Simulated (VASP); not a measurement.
# BaLaS (P4/mmm) in VASP: further runs, part 2 of 2

VASP 6.6.1. Earlier steps stand in the parts before.

**3. Single point, PBE**

This run uses another cell than the first one, of 54.21 Å³/atom, 1.578 times its volume.

Input file INCAR:

```
SYSTEM = BaLaS
PREC = Accurate
ENCUT = 520
EDIFF = 1E-7
ISMEAR = 0
SIGMA = 0.1
LREAL = .FALSE.
LASPH = .TRUE.
NELM = 100
ALGO = Normal
ISIF = 2
LWAVE = .FALSE.
LCHARG = .FALSE.
GGA = PE
NBANDS = 20
```

Input file KPOINTS:

```
Automatic mesh
0
G
  4 4 4
  0 0 0
```

Input file POSCAR:

```
BaLaS
1.0
    4.1950451044      0.0000000000      0.0000000000
    0.0000000000      4.1950451044      0.0000000000
    0.0000000000      0.0000000000      9.2409761775
Ba La S
1 1 1
Direct
    0.5000000000      0.5000000000      0.0000000000
    0.5000000000      0.5000000000      0.5000000000
    0.0000000000      0.0000000000      0.0000000000
```

Potentials or basis: VASP PAW PBE potentials, release 64 (Ba_sv, La, S).

Launch:

```
> cat potpaw_PBE.64/Ba_sv/POTCAR potpaw_PBE.64/La/POTCAR potpaw_PBE.64/S/POTCAR > POTCAR
> mpirun -np 1 vasp_std > vasp.out
```

OUTCAR:

```text
SYSTEM = BaLaS
   PREC = Accurate
   ENCUT = 520
   EDIFF = 1E-7
   ISMEAR = 0
   LREAL = .FALSE.
   LASPH = .TRUE.
   NELM = 100
   ISIF = 2
   GGA = PE

 ion  position               nearest neighbor table
   1  0.500  0.500  0.000-   3 2.97   3 2.97   3 2.97   3 2.97
   2  0.500  0.500  0.500-
   3  0.000  0.000  0.000-   1 2.97   1 2.97   1 2.97   1 2.97

  LATTYP: Found a simple tetragonal cell.
 ALAT       =     4.1950451044
 C/A-ratio  =     2.2028311848

  Lattice vectors:

 A1 = (   4.1950451044,   0.0000000000,   0.0000000000)
 A2 = (   0.0000000000,   4.1950451044,   0.0000000000)
 A3 = (   0.0000000000,   0.0000000000,   9.2409761775)

Analysis of symmetry for initial positions (statically):
=====================================================================
 Subroutine PRICEL returns:
 Original cell was already a primitive cell.

 Routine SETGRP: Setting up the symmetry group for a
 simple tetragonal supercell.

 Subroutine GETGRP returns: Found 16 space group operations
 (whereof 16 operations were pure point group operations)
 out of a pool of 16 trial point group operations.

The static configuration has the point symmetry D_4h.

Analysis of symmetry for dynamics (positions and initial velocities):
=====================================================================
 Subroutine PRICEL returns:
 Original cell was already a primitive cell.

 Routine SETGRP: Setting up the symmetry group for a
 simple tetragonal supercell.

 Subroutine GETGRP returns: Found 16 space group operations
 (whereof 16 operations were pure point group operations)
 out of a pool of 16 trial point group operations.

The dynamic configuration has the point symmetry D_4h.

 Subroutine INISYM returns: Found 16 space group operations
 (whereof 16 operations are pure point group operations),
 and found     1 'primitive' translations

----------------------------------------------------------------------------------------
[... 105 lines left out ...]
   IALGO  =     38    algorithm
   IMIX   =      4    mixing-type and parameters
     AMIX     =   0.40;   BMIX     =  1.00
     AMIX_MAG =   1.60;   BMIX_MAG =  1.00
  volume/ion in A,a.u.               =      54.21       365.82
  Fermi-wavevector in a.u.,A,eV,Ry     =   0.899772  1.700322 11.015131  0.809589
  Thomas-Fermi vector in A             =   2.022647
   LORBIT       =      0    0 simple, 1 ext, 2 COOP (PROOUT), +10 PAW based schemes
   GGA     = PE    functional components
   LHFCALC =     F    Hartree Fock is set to
   AEXX    =    0.0000 exact exchange contribution
   IVDW    =     0    specifies the selected vdW correction
   LEPSILON=     F    determine dielectric tensor
   LRPA    =     F    only Hartree local field effects (RPA)
 non-spin polarized calculation
 Gauss-broadening in eV      SIGMA  =   0.10
  energy-cutoff  :      520.00
  volume of cell :      162.63
 maximum number of plane-waves:      4406
 NGX is ok and might be reduce to    32
   NGX = 15   NGY = 15   NGZ = 35

 number of electron      27.0000003 magnetization

 Free energy of the ion-electron system (eV)
  ---------------------------------------------------
  ext. energy  EPLUGINS =         0.00000000
  ---------------------------------------------------
  free energy    TOTEN  =       -11.76765509 eV

  energy without entropy =      -11.73701003  energy(sigma->0) =      -11.75233256

 E-fermi :   2.0803     XC(G=0):  -7.1286

 val. band max:        2.0660810017   @ k =   0.2500   0.0000   0.5000
 cond. band min:       2.0903321358   @ k =   0.5000   0.2500   0.5000
 fundamental gap:      0.0242511342
 Fermi energy:         2.0802704798

 k-point     1 :       0.0000    0.0000    0.0000
  band No.  band energies     occupation
      1     -32.2969      2.00000
      2     -25.2513      2.00000
      3     -16.1151      2.00000
      4     -15.7002      2.00000
      5     -15.7002      2.00000
      6     -10.7496      2.00000
[... 403 lines left out ...]
     19       2.4744      0.00000
     20       2.5700      0.00000

------------------------ aborting loop because EDIFF is reached ----------------------------------------

  FORCE on cell =-STRESS in cart. coord.  units (eV):
  Direction    XX          YY          ZZ          XY          YZ          ZX
  --------------------------------------------------------------------------------------
  -------------------------------------------------------------------------------------
  Total        0.6288821      0.6288821      0.0962078      0.0000000     -0.0000000     -0.0000000
  in kB        6.1956763      6.1956763      0.9478284      0.0000000     -0.0000000     -0.0000000
  external PRESSURE =       4.4463937 kB  Pullay stress =       0.0000000 kB

 VOLUME and BASIS-vectors are now :
 -----------------------------------------------------------------------------
  energy-cutoff  :      520.00
  volume of cell :      162.63
      direct lattice vectors                 reciprocal lattice vectors
     4.195045104  0.000000000  0.000000000     0.238376460  0.000000000  0.000000000
     0.000000000  4.195045104  0.000000000     0.000000000  0.238376460  0.000000000
     0.000000000  0.000000000  9.240976178     0.000000000  0.000000000  0.108213676

 POSITION                                       TOTAL-FORCE (eV/Angst)
 -----------------------------------------------------------------------------------
      2.09752      2.09752      0.00000         0.000000      0.000000      0.000000
      2.09752      2.09752      4.62049         0.000000      0.000000      0.000000
      0.00000      0.00000      0.00000         0.000000      0.000000      0.000000
 -----------------------------------------------------------------------------------
    total drift:                                0.000000     -0.000000     -0.000000

  FREE ENERGIE OF THE ION-ELECTRON SYSTEM (eV)
  ---------------------------------------------------
  free  energy   TOTEN  =       -11.7676550911 eV

  energy  without entropy=      -11.7370100333  energy(sigma->0) =      -11.75233256
```

Run time: 2.6 min. Hardware: 1 thread of Oxide Virtual Turin-like, shared host; peak memory 0.27 GiB.

What came out:

| Quantity | Value |
| --- | --- |
| Free energy | -11.7677 eV |
| Pressure | 0.4 GPa |

Caveat: the k points lie up to 0.37 Å⁻¹ apart; spin-orbit coupling is left out, which moves the levels of the heavy elements.

**4. Relaxation of cell and atoms, PBE**

Input file INCAR:

```
SYSTEM = BaLaS
ALGO = Normal ; EDIFF = 1E-7
EDIFFG = -0.04 ; ENCUT = 600
GGA = PE ; IBRION = 2
ISIF = 3 ; ISMEAR = 0
LASPH = .True. ; LCHARG = .False.
LREAL = .False. ; LWAVE = .False.
NELM = 60 ; NSW = 90
PREC = Accurate ; SIGMA = 0.1
```

Input file KPOINTS:

```
k-points
0
Gamma
  4 4 4
  0 0 0
```

Input file POSCAR:

```
BaLaS
1.0
    4.0097017900      0.0000000000      0.0000000000
    0.0000000000      4.0097017900      0.0000000000
    0.0000000000      0.0000000000      6.4115867700
Ba La S
1 1 1
Direct
    0.5000000000      0.5000000000      0.0000000000
    0.5000000000      0.5000000000      0.5000000000
    0.0000000000      0.0000000000      0.0000000000
```

Launch:

```
> cat potpaw_PBE.64/Ba_sv/POTCAR potpaw_PBE.64/La/POTCAR potpaw_PBE.64/S/POTCAR > POTCAR
> mpirun -np 1 vasp_std > vasp.out
```

Wall time 11 min (1 thread of Oxide Virtual Turin-like, shared host); peak memory 0.24 GiB.

Results (log left out):

- Free energy: -11.7649 eV
- Relaxed volume: 56.29 Å³/atom
- Relaxed cell: a = 4.218 Å, b = 4.218 Å, c = 9.493 Å, α = 90.00°, β = 90.00°, γ = 90.00°
- Space group after relaxing (to 0.05 Å): P4/mmm (No. 123)
- Energy gained by relaxing: 316.3 meV/atom
- Ionic steps: 8
- Pressure after relaxing: 0.0 GPa

Stress tensor (GPa, compression positive):
```
 0.08  0.00  0.00
 0.00  0.08  0.00
 0.00  0.00 -0.05
```

Step by step:
```
step  energy change (eV)  largest force (eV/Å)  pressure (GPa)  volume (Å³)
   1              0.0000                0.0000            8.82       103.08
   2             -0.5354                0.0000           -0.57       133.93
   3             -0.5543                0.0000            0.46       127.29
   4             -0.7742                0.0000            0.16       134.95
   5             -0.9186                0.0000           -0.12       147.92
   6             -0.9308                0.0000           -0.14       151.52
   7             -0.9411                0.0000           -0.12       157.40
   8             -0.9488                0.0000            0.04       168.87
```

Final structure:
```xyz
3
Lattice="4.2177 0.0000 0.0000 0.0000 4.2177 0.0000 0.0000 0.0000 9.4928" Properties=species:S:1:pos:R:3 pbc="T T T"
Ba    2.1088    2.1088    9.4928
La    2.1088    2.1088    4.7464
S     0.0000    4.2177    0.0000
```

Levels at points of the mesh, in eV from the Fermi level:
| k point | band 11 | band 12 | band 13 | band 14 | band 15 | band 16 |
| --- | --- | --- | --- | --- | --- | --- |
| (0.00, 0.00, 0.00) | -1.77 | -0.83 | -0.83 | -0.41 | -0.31 | 0.25 |
| (0.50, 0.00, 0.00) | -2.33 | -2.06 | -0.70 | 0.01 | 0.22 | 0.27 |
| (0.50, 0.50, 0.00) | -1.00 | -1.00 | -0.64 | 0.20 | 0.20 | 0.29 |
| (0.00, 0.00, 0.50) | -1.38 | -0.83 | -0.83 | -0.41 | 0.04 | 0.27 |
| (0.50, 0.00, 0.50) | -2.33 | -2.03 | -0.66 | -0.21 | 0.27 | 0.30 |
| (0.50, 0.50, 0.50) | -1.01 | -1.01 | -0.57 | 0.29 | 0.29 | 0.34 |

Caveat: the k points lie up to 0.37 Å⁻¹ apart in the final cell; the volume moved by over 15 % at a fixed basis, so the end points are rough; spin-orbit coupling is left out, which moves the levels of the heavy elements.

**5. Single point, PBE**

This run uses another cell than the first one, of 54.65 Å³/atom, 1.590 times its volume.

Input file INCAR:

```
PREC     = Accurate       # precision mode
ENCUT    = 520            # plane-wave cutoff, eV
EDIFF    = 1E-7           # SCF threshold, eV
ISMEAR   = 0              # smearing method
SIGMA    = 0.1            # smearing width, eV
LREAL    = False          # projectors in reciprocal space
LASPH    = True           # aspherical terms in the spheres
NELM     = 80             # most SCF steps
ALGO     = Normal         # electronic algorithm
ISIF     = 2              # what is computed and relaxed
LWAVE    = False          # write WAVECAR
LCHARG   = True           # write CHGCAR
GGA      = PE             # functional
LELF     = True           # ELF
LVHAR    = True         
NBANDS   = 20             # bands
```

Input file KPOINTS:

```
Automatic mesh
0
Gamma
  12 12 6
```

Input file POSCAR:

```
BaLaS
1.0
    4.2110785400      0.0000000000      0.0000000000
    0.0000000000      4.2110785400      0.0000000000
    0.0000000000      0.0000000000      9.2455123420
Ba La S
1 1 1
Direct
    0.5000000000      0.5000000000      0.0000000000
    0.5000000000      0.5000000000      0.5000000000
    0.0000000000      0.0000000000      0.0000000000
```

Launch:

```
> cat potpaw_PBE.64/Ba_sv/POTCAR potpaw_PBE.64/La/POTCAR potpaw_PBE.64/S/POTCAR > POTCAR
> mpirun -np 1 vasp_std > vasp.out
```

It took 9.9 min on 1 thread of Oxide Virtual Turin-like, shared host; peak memory 0.57 GiB.

The run converged. Its results:

| Property | Result |
| --- | --- |
| Free energy | -11.8225 eV |
| Pressure | 0.3 GPa |

Stress tensor (GPa, compression positive):
```
 0.47  0.00  0.00
 0.00  0.47  0.00
 0.00  0.00 -0.03
```

Levels at points of the mesh, in eV from the Fermi level:
| k point | band 9 | band 10 | band 11 | band 12 | band 13 | band 14 | band 15 | band 16 | band 17 | band 18 |
| --- | --- | --- | --- | --- | --- | --- | --- | --- | --- | --- |
| (0.00, 0.00, 0.00) | -11.44 | -2.08 | -1.82 | -0.86 | -0.86 | -0.38 | -0.32 | 0.28 | 0.34 | 0.40 |
| (0.50, 0.00, 0.00) | -9.88 | -2.99 | -2.36 | -2.12 | -0.67 | 0.08 | 0.18 | 0.29 | 0.32 | 0.38 |
| (0.50, 0.50, 0.00) | -11.42 | -1.40 | -1.01 | -1.01 | -0.60 | 0.20 | 0.20 | 0.32 | 0.32 | 0.36 |
| (0.00, 0.00, 0.50) | -11.44 | -2.31 | -1.34 | -0.86 | -0.86 | -0.37 | 0.06 | 0.29 | 0.33 | 0.35 |
| (0.50, 0.00, 0.50) | -9.88 | -2.98 | -2.36 | -2.08 | -0.62 | -0.18 | 0.29 | 0.31 | 0.38 | 0.42 |
| (0.50, 0.50, 0.50) | -11.42 | -1.45 | -1.03 | -1.03 | -0.51 | 0.31 | 0.31 | 0.36 | 0.38 | 0.38 |

Caveat: spin-orbit coupling is left out, which moves the levels of the heavy elements.

**6. Overview**

| task | cell | k mesh | cutoff (eV) | gap on the mesh (eV) | pressure (GPa) |
| --- | --- | --- | --- | --- | --- |
| single point | a = 4.010, b = 4.010, c = 6.412 Å, 3 atoms | 4 × 4 × 4 | 520 | none | 8.8 |
| single point | a = 4.195, b = 4.195, c = 9.241 Å, 3 atoms | 4 × 4 × 4 | 520 | none | 0.4 |
| relaxation of cell and atoms | relaxed from a = 4.010, b = 4.010, c = 6.412 Å, 3 atoms | 4 × 4 × 4 | 600 | none | 0.0 |
| single point | a = 4.211, b = 4.211, c = 9.246 Å, 3 atoms | 12 × 12 × 6 | 520 | none | 0.3 |

Alike in all rows: level PBE; potentials or basis VASP PAW PBE potentials, release 64 (Ba_sv, La, S); no spin polarisation; smearing gaussian 0.1 eV.

Caveats: some runs use coarse meshes; spin-orbit coupling is left out, which moves the levels of the heavy elements; the volume moved by over 15 % at a fixed basis, so the end points are rough (some runs).

Absolute energies hang on the potentials; compare differences alone.
